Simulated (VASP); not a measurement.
# ZnRh2 (Cmcm) in VASP: single point with LDA

Aim: the single point of ZnRh2 with LDA.

Everything below comes from runs of VASP 6.6.1. Logs are shortened: lines on timing, memory, paths and dates and some standing lists are left out, and cuts for length are marked.

## 1. The cell of the first run

Symmetry: Cmcm, No. 63, orthorhombic system. Conventional cell: a = 8.024 Å, b = 4.550 Å, c = 4.431 Å, α = 90.00°, β = 90.00°, γ = 90.00°. Within 3.4 Å of Rh (site symmetry m) lie 9 Rh at 2.58 to 3.38 Å and 5 Zn at 2.62 to 2.65 Å. Zn (site symmetry m2m) has 10 Rh at 2.62 to 2.65 Å and 4 Zn at 2.99 to 3.38 Å within 3.5 Å.

## 2. Single point, LDA

INCAR reads:

```
SYSTEM = ZnRh2
  ALGO = Normal
  EDIFF = 1E-7
  ENCUT = 520
  ISIF = 2
  ISMEAR = -1
  LASPH = .True.
  LCHARG = .False.
  LREAL = .False.
  LWAVE = .False.
  NBANDS = 51
  NELM = 100
  PREC = Accurate
  SIGMA = 0.0158
```

KPOINTS reads:

```
k-points
0
Gamma
  7 8 8
  0 0 0
```

POSCAR reads:

```
ZnRh2
1.0
   -4.4308910000      0.0000000000      0.0000000000
    0.0000000000      0.0000000000      4.5500830000
    0.0000000000      4.0118300000      2.2750410000
Rh Zn
4 2
Direct
    0.5000000000      0.8300000000      0.3400000000
    0.5000000000      0.1700000000      0.6600000000
    0.0000000000      0.3900000000      0.3400000000
    0.0000000000      0.7300000000      0.6600000000
    0.0000000000      0.0600000000      0.0000000000
    0.5000000000      0.5000000000      0.0000000000
```

Potentials or basis: VASP PAW LDA potentials, release 64 (Rh_pv, Zn).

Run with:

```
$ cat potpaw_LDA.64/Rh_pv/POTCAR potpaw_LDA.64/Zn/POTCAR > POTCAR
$ mpirun -np 1 vasp_std > vasp.out
```

OUTCAR:

```text
SYSTEM = ZnRh2
   EDIFF = 1E-7
   ENCUT = 520
   ISIF = 2
   ISMEAR = -1
   LASPH = .True.
   LREAL = .False.
   NELM = 100
   PREC = Accurate

 ion  position               nearest neighbor table
   1  0.500  0.830  0.340-   4 2.58   4 2.58   2 2.61   2 2.61   5 2.62   5 2.62   6 2.65   6 2.65
                             6 2.65   2 2.73   3 2.99   3 2.99
   2  0.500  0.170  0.660-   3 2.58   3 2.58   1 2.61   1 2.61   5 2.62   5 2.62   6 2.65   6 2.65
                             6 2.65   1 2.73   4 2.99   4 2.99
   3  0.000  0.390  0.340-   2 2.58   2 2.58   4 2.61   4 2.61   6 2.62   6 2.62   5 2.65   5 2.65
                             5 2.65   4 2.73   1 2.99   1 2.99
   4  0.000  0.730  0.660-   1 2.58   1 2.58   3 2.61   3 2.61   6 2.62   6 2.62   5 2.65   5 2.65
                             5 2.65   3 2.73   2 2.99   2 2.99
   5  0.000  0.060  0.000-   2 2.62   2 2.62   1 2.62   1 2.62   4 2.65   3 2.65   3 2.65   4 2.65
                             4 2.65   3 2.65   6 2.99   6 2.99
   6  0.500  0.500  0.000-   3 2.62   3 2.62   4 2.62   4 2.62   2 2.65   1 2.65   2 2.65   1 2.65
                             2 2.65   1 2.65   5 2.99   5 2.99

  LATTYP: Found a base centered orthorhombic cell.
 ALAT       =     4.5500830000
 B/A-ratio  =     1.7634095906
 C/A-ratio  =     0.9738044339

  Lattice vectors:

 A1 = (   0.0000000000,  -4.0118300000,   2.2750420000)
 A2 = (   0.0000000000,   4.0118300000,   2.2750410000)
 A3 = (  -4.4308910000,   0.0000000000,   0.0000000000)

Analysis of symmetry for initial positions (statically):
=====================================================================
 Subroutine PRICEL returns:
 Original cell was already a primitive cell.

 Routine SETGRP: Setting up the symmetry group for a
 base centered orthorhombic supercell.

 Subroutine GETGRP returns: Found  8 space group operations
 (whereof  4 operations were pure point group operations)
 out of a pool of  8 trial point group operations.

The static configuration has the point symmetry C_2v.
 The point group associated with its full space group is D_2h.

Analysis of symmetry for dynamics (positions and initial velocities):
=====================================================================
 Subroutine PRICEL returns:
 Original cell was already a primitive cell.

 Routine SETGRP: Setting up the symmetry group for a
 base centered orthorhombic supercell.

 Subroutine GETGRP returns: Found  8 space group operations
 (whereof  4 operations were pure point group operations)
 out of a pool of  8 trial point group operations.

The dynamic configuration has the point symmetry C_2v.
 The point group associated with its full space group is D_2h.

 Subroutine INISYM returns: Found  8 space group operations
 (whereof  4 operations are pure point group operations),
 and found     1 'primitive' translations

----------------------------------------------------------------------------------------

                                     Primitive cell

  volume of cell :      80.8822

  direct lattice vectors                    reciprocal lattice vectors
    -4.430891000  0.000000000  0.000000000    -0.225688242  0.000000000  0.000000000
     0.000000000  0.000000000  4.550083000     0.000000000 -0.124631375  0.219776211
     0.000000000  4.011830000  2.275041000     0.000000000  0.249262805  0.000000000

  length of vectors
     4.430891000  4.550083000  4.612005150     0.225688242  0.252655027  0.249262805

  position of ions in fractional coordinates (direct lattice)
     0.500000000  0.830000000  0.340000000
     0.500000000  0.170000000  0.660000000
     0.000000000  0.390000000  0.340000000
     0.000000000  0.730000000  0.660000000
     0.000000000  0.060000000  0.000000000
     0.500000000  0.500000000  0.000000000

  ion indices of the primitive-cell ions
   primitive index   ion index
                 1           1
                 2           2
                 3           3
                 4           4
                 5           5
                 6           6

----------------------------------------------------------------------------------------

 KPOINTS: k-points

Automatic generation of k-mesh.
 Grid dimensions read from file:
 generate k-points for:    7    8    8

 Generating k-lattice:

  Cartesian coordinates                     Fractional coordinates (reciprocal lattice)
    -0.032241177  0.000000000  0.000000000     0.142857143  0.000000000  0.000000000
     0.000000000 -0.015578922  0.027472026     0.000000000  0.125000000  0.000000000
     0.000000000  0.031157851  0.000000000     0.000000000  0.000000000  0.125000000

  Length of vectors
     0.032241177  0.031581878  0.031157851

  Shift w.r.t. Gamma in fractional coordinates (k-lattice)
     0.000000000  0.000000000  0.000000000

 Subroutine IBZKPT returns following result:
 ===========================================

 Found     84 irreducible k-points:

 Following reciprocal coordinates:
            Coordinates               Weight
  0.000000  0.000000  0.000000      1.000000
  0.142857  0.000000  0.000000      2.000000
  0.285714  0.000000  0.000000      2.000000
  0.428571  0.000000  0.000000      2.000000
  0.000000  0.125000  0.000000      4.000000
  0.142857  0.125000  0.000000      8.000000
[... 16 lines left out ...]
  0.285714  0.000000  0.125000      4.000000
  0.428571  0.000000  0.125000      4.000000
 [... further k-points ...]
   k-points           NKPTS =     84   k-points in BZ     NKDIM =     84   number of bands    NBANDS=     51
   number of dos      NEDOS =    301   number of ions     NIONS =      6
   total plane-waves  NPLWV =  46656
   dimension x,y,z NGX =    36 NGY =   36 NGZ =   36
   dimension x,y,z NGXF=    72 NGYF=   72 NGZF=   72
   ions per type =               4   2
   NGX,Y,Z   is equivalent  to a cutoff of  13.51, 13.15, 12.98 a.u.
   NGXF,Y,Z  is equivalent  to a cutoff of  27.01, 26.31, 25.95 a.u.
 SYSTEM =  ZnRh2
   PREC   = accura    normal or accurate (medium, high low for compatibility)
   ISTART =      0    job   : 0-new  1-cont  2-samecut
   ICHARG =      2    charge: 1-file 2-atom 10-const
   ISPIN  =      1    spin polarized calculation?
   LNONCOLLINEAR =      F non collinear calculations
   LSORBIT =      F    spin-orbit coupling
   LASPH  =      T    aspherical Exc in radial PAW
   ENCUT  =  520.0 eV  38.22 Ry    6.18 a.u.   8.24  8.46  8.58*2*pi/ulx,y,z
   NELM   =    100;   NELMIN=  2; NELMDL= -5     # of ELM steps
   EDIFF  = 0.1E-06   stopping-criterion for ELM
   LREAL  =      F    real-space projection
   EDIFFG = 0.1E-05   stopping-criterion for IOM
   NSW    =      0    number of steps for IOM
   IBRION =     -1    ionic relax: 0-MD 1-quasi-New 2-CG
   NFREE  =      0    steps in history (QN), initial steepest desc. (CG)
   ISIF   =      2    stress and relaxation
   ISYM   =      2    0-nonsym 1-usesym 2-fastsym
   POTIM  = 0.5000    time-step for ionic-motion
   TEBEG  =    0.0;   TEEND  =   0.0 temperature during run
   PSTRESS=    0.0 pullay stress
   NELECT =      84.0000    total number of electrons
   NUPDOWN=      -1.0000    fix difference up-down
   EMIN   =  10.00;   EMAX   =-10.00  energy-range for DOS
   EFERMI =   0.00;   METHOD = LEGACY
   ISMEAR =    -1;   SIGMA  =   0.02  broadening in eV -4-tet -1-fermi 0-gaus
   EFERMI_NEDOS =   21; number of points for ismear=-14 and -15
   IALGO  =     38    algorithm
   IMIX   =      4    mixing-type and parameters
     AMIX     =   0.40;   BMIX     =  1.00
     AMIX_MAG =   1.60;   BMIX_MAG =  1.00
  volume/ion in A,a.u.               =      13.48        90.97
  Fermi-wavevector in a.u.,A,eV,Ry     =   1.657869  3.132919 37.396030  2.748531
  Thomas-Fermi vector in A             =   2.745548
   LORBIT       =      0    0 simple, 1 ext, 2 COOP (PROOUT), +10 PAW based schemes
   GGA     = CA    functional components
   LHFCALC =     F    Hartree Fock is set to
   AEXX    =    0.0000 exact exchange contribution
   IVDW    =     0    specifies the selected vdW correction
   LEPSILON=     F    determine dielectric tensor
   LRPA    =     F    only Hartree local field effects (RPA)
 non-spin polarized calculation
  energy-cutoff  :      520.00
  volume of cell :       80.88
 maximum number of plane-waves:      2214
 NGX is ok and might be reduce to    36
   NGX = 17   NGY = 17   NGZ = 17

 number of electron      84.0000024 magnetization

 Free energy of the ion-electron system (eV)
  ---------------------------------------------------
  ext. energy  EPLUGINS =         0.00000000
  ---------------------------------------------------
  free energy    TOTEN  =       -38.88011629 eV

  energy without entropy =      -38.87578795  energy(sigma->0) =      -38.87795212

 E-fermi :   8.9725     XC(G=0): -13.8244

 val. band max:        8.9695592667   @ k =   0.1429  -0.1250   0.3750
 cond. band min:       8.9765368672   @ k =   0.2857  -0.1250   0.3750
 fundamental gap:      0.0069776005
 Fermi energy:         8.9724916901

 k-point     1 :       0.0000    0.0000    0.0000
  band No.  band energies     occupation
      1     -37.4666      2.00000
      2     -37.4257      2.00000
      3     -37.4106      2.00000
      4     -37.3140      2.00000
      5     -37.3058      2.00000
      6     -37.2974      2.00000
[... 43 lines left out ...]
     50      14.6748      0.00000
     51      16.2879      0.00000

 k-point     2 :       0.1429    0.0000    0.0000
  band No.  band energies     occupation
      1     -37.4661      2.00000
      2     -37.4280      2.00000
      3     -37.4114      2.00000
      4     -37.3073      2.00000
      5     -37.3052      2.00000
      6     -37.2871      2.00000
[... 43 lines left out ...]
     50      15.3780      0.00000
     51      16.2056      0.00000

 k-point     3 :       0.2857    0.0000    0.0000
  band No.  band energies     occupation
      1     -37.4626      2.00000
      2     -37.4346      2.00000
      3     -37.4080      2.00000
      4     -37.3334      2.00000
      5     -37.2827      2.00000
      6     -37.2369      2.00000
[... 43 lines left out ...]
     50      15.9528      0.00000
     51      16.4314      0.00000
[... 1027 lines left out ...]
 k-point    23 :       0.2857    0.0000    0.1250
  band No.  band energies     occupation
      1     -37.4565      2.00000
      2     -37.4292      2.00000
      3     -37.4054      2.00000
      4     -37.3403      2.00000
      5     -37.2860      2.00000
      6     -37.2486      2.00000
[... 43 lines left out ...]
     50      16.1771      0.00000
     51      16.2908      0.00000

 k-point    24 :       0.4286    0.0000    0.1250
  band No.  band energies     occupation
      1     -37.4475      2.00000
      2     -37.4380      2.00000
      3     -37.3929      2.00000
      4     -37.3691      2.00000
      5     -37.2595      2.00000
      6     -37.2367      2.00000
[... 43 lines left out ...]
     50      15.2648      0.00000
     51      17.2071      0.00000

 [... further k-points ...]

------------------------ aborting loop because EDIFF is reached ----------------------------------------

  FORCE on cell =-STRESS in cart. coord.  units (eV):
  Direction    XX          YY          ZZ          XY          YZ          ZX
  --------------------------------------------------------------------------------------
  -------------------------------------------------------------------------------------
  Total       -0.0823244     -1.7357967     -2.5157703      0.0000000      0.0000002      0.0000000
  in kB       -1.6307451    -34.3840109    -49.8343341      0.0000000      0.0000043      0.0000000
  external PRESSURE =     -28.6163634 kB  Pullay stress =       0.0000000 kB

 VOLUME and BASIS-vectors are now :
 -----------------------------------------------------------------------------
  energy-cutoff  :      520.00
  volume of cell :       80.88
      direct lattice vectors                 reciprocal lattice vectors
    -4.430891000  0.000000000  0.000000000    -0.225688242  0.000000000  0.000000000
     0.000000000  0.000000000  4.550083000     0.000000000 -0.124631375  0.219776211
     0.000000000  4.011830000  2.275041000     0.000000000  0.249262805  0.000000000

 POSITION                                       TOTAL-FORCE (eV/Angst)
 -----------------------------------------------------------------------------------
     -2.21545      1.36402      4.55008         0.000000     -0.588194     -0.489415
     -2.21545      2.64781      2.27504         0.000000      0.588194     -0.489415
      0.00000      1.36402      2.54805         0.000000     -0.588194      0.489415
      0.00000      2.64781      4.82309         0.000000      0.588194      0.489415
      0.00000      0.00000      0.27300         0.000000      0.000000      0.065523
     -2.21545      0.00000      2.27504         0.000000      0.000000     -0.065523
 -----------------------------------------------------------------------------------
    total drift:                               -0.000000      0.000001     -0.000026

  FREE ENERGIE OF THE ION-ELECTRON SYSTEM (eV)
  ---------------------------------------------------
  free  energy   TOTEN  =       -38.8801162850 eV

  energy  without entropy=      -38.8757879530  energy(sigma->0) =      -38.87795212
```

It took 7.8 min on 1 thread of AMD EPYC 7R43 (Zen 3), shared host; peak memory 0.34 GiB.

What came out:

```yaml
Free_energy: -38.8801 eV
Pressure: -2.9 GPa
Largest_force: 0.765 eV/Å
Band_gap_on_the_k_mesh: zero (bands 42 and 43 overlap by 0.50 eV)
```

Forces in eV/Å, atoms in the order of the input:
```
Rh   0.000 -0.588 -0.489
Rh   0.000  0.588 -0.489
Rh   0.000 -0.588  0.489
Rh   0.000  0.588  0.489
Zn   0.000  0.000  0.066
Zn   0.000  0.000 -0.066
```

Stress tensor (GPa, compression positive):
```
-0.16  0.00  0.00
 0.00 -3.44  0.00
 0.00  0.00 -4.98
```
